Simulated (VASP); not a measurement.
# Re (P6_3/mmc) in VASP: a series of runs

Re is run at these levels: PBE; tasks: single point, relaxation of cell and atoms.

All numbers are computed with VASP 6.6.1; they aren't measurements. Logs are shortened: lines on timing, memory, paths and dates and some standing lists are left out, and cuts for length are marked.

## Step 1: The cell of the first run

Symmetry: P6_3/mmc, No. 194, hexagonal system. Conventional cell: a = 2.775 Å, b = 2.775 Å, c = 4.484 Å, α = 90.00°, β = 90.00°, γ = 120.00°. Within 3.6 Å of Re (site symmetry -6m2) lie 12 Re at 2.76 to 2.78 Å.

## Step 2: Single point, PBE

The input, INCAR:

```
SYSTEM = Re
PREC = Accurate
ENCUT = 520
EDIFF = 1E-6
ISMEAR = -1
SIGMA = 0.05
LREAL = .FALSE.
LASPH = .TRUE.
NELM = 80
ALGO = Normal
ISIF = 2
LWAVE = .FALSE.
LCHARG = .TRUE.
GGA = PE
LELF = .TRUE.
LVHAR = .TRUE.
NBANDS = 14
```

The input, KPOINTS:

```
regular mesh
0
G
  18 18 10
  0 0 0
```

The input, POSCAR:

```
Re
1.0
    2.7751003076      0.0000000000      0.0000000000
   -1.3875501538      2.4033073644      0.0000000000
    0.0000000000      0.0000000000      4.4837033158
Re
2
Direct
    0.3333333333      0.6666666667      0.2500000000
    0.6666666667      0.3333333333      0.7500000000
```

Potentials or basis: VASP PAW PBE potentials, release 64 (Re).

On the command line:

```
$ cat potpaw_PBE.64/Re/POTCAR > POTCAR
$ mpirun -np 1 vasp_std > vasp.out
```

OUTCAR:

```text
SYSTEM = Re
   PREC = Accurate
   ENCUT = 520
   EDIFF = 1E-6
   ISMEAR = -1
   LREAL = .FALSE.
   LASPH = .TRUE.
   NELM = 80
   ISIF = 2
   GGA = PE

 ion  position               nearest neighbor table
   1  0.333  0.667  0.250-   2 2.76   2 2.76   2 2.76   2 2.76   2 2.76   2 2.76
   2  0.667  0.333  0.750-   1 2.76   1 2.76   1 2.76   1 2.76   1 2.76   1 2.76

  LATTYP: Found a hexagonal cell.
 ALAT       =     2.7751003076
 C/A-ratio  =     1.6156905405

  Lattice vectors:

 A1 = (   2.7751003076,   0.0000000000,   0.0000000000)
 A2 = (  -1.3875501538,   2.4033073644,   0.0000000000)
 A3 = (   0.0000000000,   0.0000000000,   4.4837033158)

Analysis of symmetry for initial positions (statically):
=====================================================================
 Subroutine PRICEL returns:
 Original cell was already a primitive cell.

 Routine SETGRP: Setting up the symmetry group for a
 hexagonal supercell.

 Subroutine GETGRP returns: Found 24 space group operations
 (whereof 12 operations were pure point group operations)
 out of a pool of 24 trial point group operations.

The static configuration has the point symmetry D_3d.
 The point group associated with its full space group is D_6h.

Analysis of symmetry for dynamics (positions and initial velocities):
=====================================================================
 Subroutine PRICEL returns:
 Original cell was already a primitive cell.

 Routine SETGRP: Setting up the symmetry group for a
 hexagonal supercell.

 Subroutine GETGRP returns: Found 24 space group operations
 (whereof 12 operations were pure point group operations)
 out of a pool of 24 trial point group operations.

The dynamic configuration has the point symmetry D_3d.
 The point group associated with its full space group is D_6h.

 Subroutine INISYM returns: Found 24 space group operations
 (whereof 12 operations are pure point group operations),
 and found     1 'primitive' translations

----------------------------------------------------------------------------------------

                                     Primitive cell

  volume of cell :      29.9037

  direct lattice vectors                    reciprocal lattice vectors
     2.775100308  0.000000000  0.000000000     0.360347335  0.208046631  0.000000000
    -1.387550154  2.403307364  0.000000000     0.000000000  0.416093262  0.000000000
     0.000000000  0.000000000  4.483703316     0.000000000  0.000000000  0.223029922

  length of vectors
     2.775100308  2.775100308  4.483703316     0.416093262  0.416093262  0.223029922

  position of ions in fractional coordinates (direct lattice)
     0.333333333  0.666666667  0.250000000
     0.666666667  0.333333333  0.750000000

  ion indices of the primitive-cell ions
   primitive index   ion index
                 1           1
                 2           2

----------------------------------------------------------------------------------------

 KPOINTS: regular mesh

Automatic generation of k-mesh.
 Grid dimensions read from file:
 generate k-points for:   18   18   10

 Generating k-lattice:

  Cartesian coordinates                     Fractional coordinates (reciprocal lattice)
     0.020019296  0.011558146  0.000000000     0.055555556  0.000000000  0.000000000
     0.000000000  0.023116292  0.000000000     0.000000000  0.055555556  0.000000000
     0.000000000  0.000000000  0.022302992     0.000000000  0.000000000  0.100000000

  Length of vectors
     0.023116292  0.023116292  0.022302992

  Shift w.r.t. Gamma in fractional coordinates (k-lattice)
     0.000000000  0.000000000  0.000000000

 Subroutine IBZKPT returns following result:
 ===========================================

 Found    222 irreducible k-points:

 Following reciprocal coordinates:
            Coordinates               Weight
  0.000000  0.000000  0.000000      1.000000
  0.055556  0.000000  0.000000      6.000000
  0.111111  0.000000  0.000000      6.000000
  0.166667 -0.000000  0.000000      6.000000
  0.222222 -0.000000  0.000000      6.000000
  0.277778 -0.000000  0.000000      6.000000
[... 16 lines left out ...]
  0.333333  0.111111  0.000000     12.000000
  0.388889  0.111111  0.000000     12.000000
 [... further k-points ...]
   k-points           NKPTS =    222   k-points in BZ     NKDIM =    222   number of bands    NBANDS=     14
   number of dos      NEDOS =    301   number of ions     NIONS =      2
   total plane-waves  NPLWV =  20736
   dimension x,y,z NGX =    24 NGY =   24 NGZ =   36
   dimension x,y,z NGXF=    48 NGYF=   48 NGZF=   72
   ions per type =               2
   NGX,Y,Z   is equivalent  to a cutoff of  14.38, 14.38, 13.35 a.u.
   NGXF,Y,Z  is equivalent  to a cutoff of  28.76, 28.76, 26.70 a.u.
 SYSTEM =  Re
   PREC   = accura    normal or accurate (medium, high low for compatibility)
   ISTART =      0    job   : 0-new  1-cont  2-samecut
   ICHARG =      2    charge: 1-file 2-atom 10-const
   ISPIN  =      1    spin polarized calculation?
   LNONCOLLINEAR =      F non collinear calculations
   LSORBIT =      F    spin-orbit coupling
   LASPH  =      T    aspherical Exc in radial PAW
   ENCUT  =  520.0 eV  38.22 Ry    6.18 a.u.   5.16  5.16  8.34*2*pi/ulx,y,z
   NELM   =     80;   NELMIN=  2; NELMDL= -5     # of ELM steps
   EDIFF  = 0.1E-05   stopping-criterion for ELM
   LREAL  =      F    real-space projection
   EDIFFG = 0.1E-04   stopping-criterion for IOM
   NSW    =      0    number of steps for IOM
   IBRION =     -1    ionic relax: 0-MD 1-quasi-New 2-CG
   NFREE  =      0    steps in history (QN), initial steepest desc. (CG)
   ISIF   =      2    stress and relaxation
   ISYM   =      2    0-nonsym 1-usesym 2-fastsym
   POTIM  = 0.5000    time-step for ionic-motion
   TEBEG  =    0.0;   TEEND  =   0.0 temperature during run
   PSTRESS=    0.0 pullay stress
   NELECT =      14.0000    total number of electrons
   NUPDOWN=      -1.0000    fix difference up-down
   EMIN   =  10.00;   EMAX   =-10.00  energy-range for DOS
   EFERMI =   0.00;   METHOD = LEGACY
   ISMEAR =    -1;   SIGMA  =   0.05  broadening in eV -4-tet -1-fermi 0-gaus
   EFERMI_NEDOS =   21; number of points for ismear=-14 and -15
   IALGO  =     38    algorithm
   IMIX   =      4    mixing-type and parameters
     AMIX     =   0.40;   BMIX     =  1.00
     AMIX_MAG =   1.60;   BMIX_MAG =  1.00
  volume/ion in A,a.u.               =      14.95       100.90
  Fermi-wavevector in a.u.,A,eV,Ry     =   1.271186  2.402194 21.985855  1.615915
  Thomas-Fermi vector in A             =   2.404133
   LORBIT       =      0    0 simple, 1 ext, 2 COOP (PROOUT), +10 PAW based schemes
   GGA     = PE    functional components
   LHFCALC =     F    Hartree Fock is set to
   AEXX    =    0.0000 exact exchange contribution
   IVDW    =     0    specifies the selected vdW correction
   LEPSILON=     F    determine dielectric tensor
   LRPA    =     F    only Hartree local field effects (RPA)
 non-spin polarized calculation
  energy-cutoff  :      520.00
  volume of cell :       29.90
 maximum number of plane-waves:       817
 NGX is ok and might be reduce to    24
   NGX = 11   NGY = 11   NGZ = 17

 number of electron      14.0000000 magnetization

 Free energy of the ion-electron system (eV)
  ---------------------------------------------------
  ext. energy  EPLUGINS =         0.00000000
  ---------------------------------------------------
  free energy    TOTEN  =       -24.85725300 eV

  energy without entropy =      -24.84330323  energy(sigma->0) =      -24.85027812

 E-fermi :   7.6753     XC(G=0): -13.6422

 val. band max:        7.6683348771   @ k =   0.1667   0.0556   0.1000
 cond. band min:       7.6800083680   @ k =   0.3333   0.1667   0.4000
 fundamental gap:      0.0116734909
 Fermi energy:         7.6753323299

 k-point     1 :       0.0000    0.0000    0.0000
  band No.  band energies     occupation
      1      -2.0673      2.00000
      2       1.1818      2.00000
      3       6.1431      2.00000
      4       6.1515      2.00000
      5       6.1515      2.00000
      6       6.9649      2.00000
      7       6.9649      2.00000
      8       7.8788      0.03359
      9       7.8788      0.03359
     10       8.2680      0.00001
     11      10.9776      0.00000
     12      10.9776      0.00000
     13      17.4861      0.00000
     14      21.8170      0.00000

 k-point     2 :       0.0556    0.0000    0.0000
  band No.  band energies     occupation
      1      -1.9427      2.00000
      2       1.2994      2.00000
      3       5.7904      2.00000
      4       6.2649      2.00000
      5       6.4625      2.00000
      6       6.8752      2.00000
      7       7.0721      1.99999
      8       7.6178      1.51925
      9       7.7822      0.21120
     10       7.9632      0.00629
     11      11.0428      0.00000
     12      11.5511      0.00000
     13      17.4790      0.00000
     14      22.0935      0.00000

 k-point     3 :       0.1111    0.0000    0.0000
  band No.  band energies     occupation
      1      -1.5793      2.00000
      2       1.6303      2.00000
      3       5.3734      2.00000
      4       6.5796      2.00000
      5       6.6017      2.00000
      6       6.7136      2.00000
      7       6.8615      2.00000
      8       7.3892      1.99348
      9       7.5280      1.90012
     10       7.7349      0.46587
     11      11.2054      0.00000
     12      12.7191      0.00000
     13      17.4319      0.00000
     14      22.8541      0.00000
[... 324 lines left out ...]
 k-point    23 :       0.3333    0.1111    0.0000
  band No.  band energies     occupation
      1       1.9746      2.00000
      2       2.5123      2.00000
      3       2.9348      2.00000
      4       5.0162      2.00000
      5       5.6822      2.00000
      6       6.5575      2.00000
      7       6.7397      2.00000
      8       9.9065      0.00000
      9      10.9325      0.00000
     10      11.6545      0.00000
     11      12.2182      0.00000
     12      17.0554      0.00000
     13      17.6406      0.00000
     14      19.6697      0.00000

 k-point    24 :       0.3889    0.1111    0.0000
  band No.  band energies     occupation
      1       2.2021      2.00000
      2       2.3459      2.00000
      3       2.6739      2.00000
      4       5.4202      2.00000
      5       5.6558      2.00000
      6       6.3327      2.00000
      7       7.0688      1.99999
      8      10.8150      0.00000
      9      11.4008      0.00000
     10      11.6733      0.00000
     11      13.1921      0.00000
     12      15.9240      0.00000
     13      17.6934      0.00000
     14      18.7994      0.00000

 [... further k-points ...]

------------------------ aborting loop because EDIFF is reached ----------------------------------------

  FORCE on cell =-STRESS in cart. coord.  units (eV):
  Direction    XX          YY          ZZ          XY          YZ          ZX
  --------------------------------------------------------------------------------------
  -------------------------------------------------------------------------------------
  Total       -0.0940106     -0.0940106     -0.1256647      0.0000000     -0.0000000      0.0000000
  in kB       -5.0368892     -5.0368892     -6.7328510      0.0000000     -0.0000000      0.0000000
  external PRESSURE =      -5.6022098 kB  Pullay stress =       0.0000000 kB

 VOLUME and BASIS-vectors are now :
 -----------------------------------------------------------------------------
  energy-cutoff  :      520.00
  volume of cell :       29.90
      direct lattice vectors                 reciprocal lattice vectors
     2.775100308  0.000000000  0.000000000     0.360347335  0.208046631  0.000000000
    -1.387550154  2.403307364  0.000000000     0.000000000  0.416093262  0.000000000
     0.000000000  0.000000000  4.483703316     0.000000000  0.000000000  0.223029922

 POSITION                                       TOTAL-FORCE (eV/Angst)
 -----------------------------------------------------------------------------------
     -0.00000      1.60220      1.12093         0.000000      0.000000      0.000000
      1.38755      0.80110      3.36278        -0.000000      0.000000      0.000000
 -----------------------------------------------------------------------------------
    total drift:                                0.000000     -0.000000     -0.000000

  FREE ENERGIE OF THE ION-ELECTRON SYSTEM (eV)
  ---------------------------------------------------
  free  energy   TOTEN  =       -24.8572530002 eV

  energy  without entropy=      -24.8433032336  energy(sigma->0) =      -24.85027812
```

It took 49 s on 1 thread of Intel Xeon Platinum 8488C (Sapphire Rapids), shared host; peak memory 0.21 GiB.

What came out:

| Quantity | Value |
| --- | --- |
| Free energy | -24.8573 eV |
| Pressure | -0.6 GPa |
| Band gap on the k mesh | zero (bands 7 and 8 overlap by 3.08 eV) |

Caveat: spin-orbit coupling is left out, which moves the levels of the heavy elements.

(Continued in part 2 of 2.)
